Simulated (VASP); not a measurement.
Input of a VASP 6.6.1 run:

Contents of INCAR:

```
PREC     = Accurate       # precision mode
ENCUT    = 910            # plane-wave cutoff, eV
EDIFF    = 1E-7           # SCF threshold, eV
ISMEAR   = 0              # smearing method
SIGMA    = 0.1            # smearing width, eV
LREAL    = False          # projectors in reciprocal space
LASPH    = True           # aspherical terms in the spheres
NELM     = 120            # most SCF steps
ALGO     = Normal         # electronic algorithm
ISIF     = 3              # what is computed and relaxed
LWAVE    = False          # write WAVECAR
LCHARG   = False          # write CHGCAR
GGA      = PE             # functional
IBRION   = 2              # ionic algorithm
NSW      = 90             # ionic steps
EDIFFG   = -0.04          # ionic threshold
GGA_COMPAT= False        
NELMIN   = 4
```

File KPOINTS:

```
regular mesh
0
Gamma
  4 4 4
```

The input POSCAR:

```
Zr4F
1.0
    4.1977898600      0.0000000000      0.0000000000
    0.0000000000      4.1977898600      0.0000000000
    0.0000000000      0.0000000000      4.1977898600
Zr F
4 1
Direct
    0.5000000000      0.5000000000      0.5000000000
    0.0000000000      0.5000000000      0.5000000000
    0.5000000000      0.0000000000      0.5000000000
    0.5000000000      0.5000000000      0.0000000000
    0.0000000000      0.0000000000      0.0000000000
```

Potentials or basis: VASP PAW PBE potentials, release 64 (Zr_sv, F_h).

Launch:

```bash
$ cat potpaw_PBE.64/Zr_sv/POTCAR potpaw_PBE.64/F_h/POTCAR > POTCAR
$ mpirun -np 1 vasp_std > vasp.out
```

Problem. What does it give for the space group after relaxing (to 0.1 Å)?

Solution. Pm-3m (No. 221).

Problem. What does it give for the band gap on the k mesh?

Solution. Zero (an odd number of electrons rules out a gap without spin polarisation).

Problem. Predict the relaxed cell.

Solution. a = 5.037 Å, b = 5.037 Å, c = 5.037 Å, α = 90.00°, β = 90.00°, γ = 90.00°.

Problem. What does it give for the relaxed volume?

Solution. 25.56 Å³/atom.

Final structure:
```
Zr F
1.0
     5.03736    0.00000    0.00000
     0.00000    5.03736    0.00000
     0.00000    0.00000    5.03736
Zr F
4 1
Direct
  0.50000 0.50000 0.50000
  0.00000 0.50000 0.50000
  0.50000 0.00000 0.50000
  0.50000 0.50000 0.00000
  0.00000 0.00000 0.00000
```

Caveat: the k points lie up to 0.31 Å⁻¹ apart in the final cell, too coarse for converged energies and pressures of a metal; the cutoff is under 1.25 times the usual one of these potentials, so pressure, stress and relaxed cells hold a basis-set (Pulay) error; the volume moved by over 15 % at a fixed basis, so the end points are rough; an odd number of electrons without spin polarisation forces a metal; a magnetic or distorted state may lie lower.
